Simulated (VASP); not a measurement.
Set up this calculation in VASP 6.6.1, as the native input.

| Property | Result |
| --- | --- |
| Task | single point |
| Functional | PBEsol |
| Potentials or basis | VASP PAW PBE potentials, release 64 (Ir) |
| Cutoff | 520 eV |
| k mesh | 21 × 21 × 12 |
| Occupations | gaussian, width 0.15 eV |
| Spin | no spin polarisation |
| Dipole correction | no |
| Further INCAR settings | ALGO = Fast; EDIFF = 1e-07; NBANDS = 16 |

The structure of Ir lies in POSCAR:

```
Ir
1.0
    2.8730332727      0.0000000000      0.0000000000
   -1.4365166364      2.4881198000      0.0000000000
    0.0000000000      0.0000000000      4.6580720957
Ir
2
Direct
    0.6666666667      0.3333333333      0.7500000000
    0.3333333333      0.6666666667      0.2500000000
```

These files were run (other wordings do the same):

INCAR

```
SYSTEM = Ir
  ALGO = Fast
  EDIFF = 1E-7
  ENCUT = 520
  GGA = PS
  ISIF = 2
  ISMEAR = 0
  LASPH = .TRUE.
  LCHARG = .FALSE.
  LREAL = .FALSE.
  LWAVE = .FALSE.
  NBANDS = 16
  NELM = 60
  PREC = Accurate
  SIGMA = 0.15
```

KPOINTS

```
k-points
0
G
  21 21 12
  0 0 0
```

Potentials or basis: VASP PAW PBE potentials, release 64 (Ir).

Launch:

```console
$ cat potpaw_PBE.64/Ir/POTCAR > POTCAR
$ mpirun -np 1 vasp_std > vasp.out
```

It gave:

| Property | Result |
| --- | --- |
| Pressure | -41.1 GPa |
| Band gap on the k mesh | zero (band 9 reaches 8.43 eV, above the bottom of band 10 at 5.91 eV) |

Caveat: the PAW data sets were made with another functional, which shifts forces and pressure a little; spin-orbit coupling is left out, which moves the levels of the heavy elements.

Wall time 7.4 min on 1 thread of AMD EPYC 7R13 Processor (Zen 3), on a shared host, peak memory 0.25 GiB.
